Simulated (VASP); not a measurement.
Write the native input for VASP 6.6.1 that does the following.

```yaml
Task: single point
Functional: r2SCAN
Potentials_or_basis: VASP PAW PBE potentials, release 64 (Ta_pv, N)
Cutoff: 520 eV
k_mesh: 16 × 16 × 12
Occupations: gaussian, width 0.1 eV
Spin: no spin polarisation
Dipole_correction: no
Further_INCAR_settings: ALGO = Normal; EDIFF = 1e-06; NBANDS = 24
```

TaN:

```
CELL_PARAMETERS angstrom
2.19827 2.19827 0.00000
-2.19827 2.19827 0.00000
0.00000 0.00000 4.46248
ATOMIC_POSITIONS crystal
Ta 0.50000 0.50000 0.00000
Ta 0.00000 0.00000 0.50000
N 0.00000 0.00000 0.00000
N 0.50000 0.50000 0.50000
```

This cell differs from its parent crystal: strain along c alone, the other axes held: +1.5 %.

One way to write it, as run:

POSCAR

```
TaN
1.0
    2.1982663152      2.1982663152      0.0000000000
   -2.1982663152      2.1982663152      0.0000000000
    0.0000000000      0.0000000000      4.4624806199
Ta N
2 2
Direct
    0.5000000000      0.5000000000      0.0000000000
    0.0000000000      0.0000000000      0.5000000000
    0.0000000000      0.0000000000      0.0000000000
    0.5000000000      0.5000000000      0.5000000000
```

INCAR.step1

```
PREC = Accurate ; ENCUT = 520
ISMEAR = 0 ; SIGMA = 0.1
LREAL = F ; LASPH = T
NELM = 60 ; NBANDS = 24
GGA = PE ; ALGO = Normal
EDIFF = 1E-4 ; LWAVE = T
LCHARG = F
```

INCAR.step2

```
PREC = Accurate ; ENCUT = 520
EDIFF = 1E-6 ; ISMEAR = 0
SIGMA = 0.1 ; LREAL = F
LASPH = T ; NELM = 60
ALGO = Normal ; ISIF = 2
LWAVE = F ; LCHARG = T
METAGGA = R2SCAN ; LMIXTAU = T
LELF = T ; LVHAR = T
NBANDS = 24 ; ISTART = 1
```

KPOINTS

```
Automatic mesh
0
Gamma
  16 16 12
```

Potentials or basis: VASP PAW PBE potentials, release 64 (Ta_pv, N).

The run is started by

```sh
$ cat potpaw_PBE.64/Ta_pv/POTCAR potpaw_PBE.64/N/POTCAR > POTCAR
$ cp INCAR.step1 INCAR
$ mpirun -np 1 vasp_std > vasp.out
$ cp INCAR.step2 INCAR
$ mpirun -np 1 vasp_std > vasp.out
```

Results of the run:

The pressure is -3.1 GPa and the band gap on the k mesh is zero (bands 16 and 17 overlap by 3.89 eV).

Caveat: the cell differs from its parent crystal (strain along c alone, the other axes held: +1.5 %); the cell stands under tension; the PAW data sets were made with another functional, which shifts forces and pressure a little; spin-orbit coupling is left out, which moves the levels of the heavy elements.

It took 12 min on 1 thread of Intel(R) Xeon(R) Platinum 8488C (Sapphire Rapids), on a shared host, peak memory 0.38 GiB.
